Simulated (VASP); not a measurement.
AlN, 2 atoms in the cell. Symmetry: Fm-3m, No. 225, cubic system. Conventional cell: a = 4.069 Å, b = 4.069 Å, c = 4.069 Å, α = 90.00°, β = 90.00°, γ = 90.00°. Al (site symmetry m-3m) has 6 N at 2.03 Å within 2.7 Å. Within 2.7 Å of N (site symmetry m-3m) lie 6 Al at 2.03 Å. 

```yaml
Program: VASP 6.6.1
Task: relaxation of cell and atoms
Functional: HSE06
Potentials_or_basis: VASP PAW PBE potentials, release 64 (Al, N)
Cutoff: 600 eV
k_mesh: 6 × 6 × 6
Occupations: fermi-dirac, width 0.05 eV
Spin: no spin polarisation
Dipole_correction: no
Grid_for_exact_exchange_PRECFOCK: Normal
Further_INCAR_settings: ALGO = Normal; EDIFF = 1e-06; IBRION = 2; EDIFFG = -0.01; NSW = 60; ISIF = 3
Screening_parameter: 0.2079 1/Å
```

Potentials or basis: VASP PAW PBE potentials, release 64 (Al, N).

Run with:

```bash
$ cat potpaw_PBE.64/Al/POTCAR potpaw_PBE.64/N/POTCAR > POTCAR
$ cp INCAR.step1 INCAR
$ mpirun -np 1 vasp_std > vasp.out
$ cp INCAR.step2 INCAR
$ mpirun -np 1 vasp_std > vasp.out
```

Hardware: 1 thread of Oxide Virtual Turin-like Processor, with other jobs on the host.

Task: Estimate the wall time of this run.

Result: Wall time 16 min on 1 thread of Oxide Virtual Turin-like Processor, on a shared host, peak memory 0.21 GiB. Counts: k points 16, ion steps 3.
